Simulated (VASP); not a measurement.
Runs of VASP 6.6.1 on Ir. The structure is that of space group P6_3/mmc (No. 194), or close to it. The cells are those of the table. This isn't the form of Ir at room conditions, which is fcc.

```csv
task,level,potentials or basis,cell,cutoff (eV),gap on the mesh (eV),pressure (GPa),relaxed volume (Å³/atom)
relaxation of cell and atoms,PBEsol+D3(BJ),"VASP PAW PBE potentials, release 64 (Ir)","relaxed from a = 2.751, b = 2.751, c = 4.462 Å, angles 90.0, 90.0, 120.0°, 2 atoms",600,none,0.0,(b)
single point,PBEsol+D3(BJ),"VASP PAW PBE potentials, release 64 (Ir)","a = 2.699, b = 2.699, c = 4.380 Å, angles 90.0, 90.0, 120.0°, 2 atoms",520,none,1.2,-
relaxation of cell and atoms,LDA,"VASP PAW LDA potentials, release 64 (Ir)","relaxed from a = 2.751, b = 2.751, c = 4.462 Å, angles 90.0, 90.0, 120.0°, 2 atoms",600,none,-0.3,14.01
single point,BLYP+D3(BJ),"VASP PAW PBE potentials, release 64 (Ir)","a = 2.740, b = 2.740, c = 4.442 Å, angles 90.0, 90.0, 120.0°, 2 atoms",520,none,(a),-
relaxation of cell and atoms,BLYP+D3(BJ),"VASP PAW PBE potentials, release 64 (Ir)","relaxed from a = 2.751, b = 2.751, c = 4.462 Å, angles 90.0, 90.0, 120.0°, 2 atoms",600,none,0.0,14.57
```

Alike in all rows: no spin polarisation; k mesh 14 × 14 × 8; smearing methfessel-paxton 0.1 eV.

**Question.** Fill in the values left out.

**Answer.** (a) 3.1; (b) 13.86.

Caveats: spin-orbit coupling is left out, which moves the levels of the heavy elements; the PAW data sets were made with another functional, which shifts forces and pressure a little (at least some runs); the dispersion term is far too large for a dense solid, which distorts pressure and volume (at least some runs); the cell stands under pressure (at least some runs).

A k mesh can miss the band edges, and the runs leave out spin-orbit coupling on Ir.

A gap of «none» marks levels without a gap at the run's occupations.
